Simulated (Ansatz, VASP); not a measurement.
# Two plane-wave programs on GaAs

```
Ga As
1.0
     0.00000    2.83308    2.83308
     2.83308    0.00000    2.83308
     2.83308    2.83308    0.00000
Ga As
1 1
Direct
  0.00000 0.00000 0.00000
  0.25000 0.25000 0.25000
```

Alike in both runs: task single point; functional PBE-based global hybrid; k mesh 4 × 4 × 4; no spin polarisation.

|  | VASP | Ansatz |
| --- | --- | --- |
| version | VASP 6.6.1 | Ansatz 0.2.0 |
| potentials or method | VASP PAW PBE potentials, release 64 (Ga_d, As) | plane waves |
| plane-wave cutoff (eV) | 520 | 420 |
| occupations | gaussian, width 0.01 eV | fixed |
| valence electrons in the cell | 18 | 28 |

Ansatz gave:

| Item | Value |
| --- | --- |
| gap on the k mesh at the Fermi level (eV) | 2.76 |
| pressure (GPa) | -0.1 |

Question: What did VASP give for the same quantities?

Answer: gap on the k mesh at the Fermi level (eV): 2.83; pressure (GPa): -0.5.

VASP's potentials were made for PBE, not for PBE-based global hybrid. VASP's potentials hold 18 valence electrons a cell and Ansatz's 28, so a difference there can come from the potentials and not from the codes. Ansatz's warnings: stress exchange threshold loose, stress scf threshold loose.

The k mesh is coarse, so the values compare programs but aren't converged.
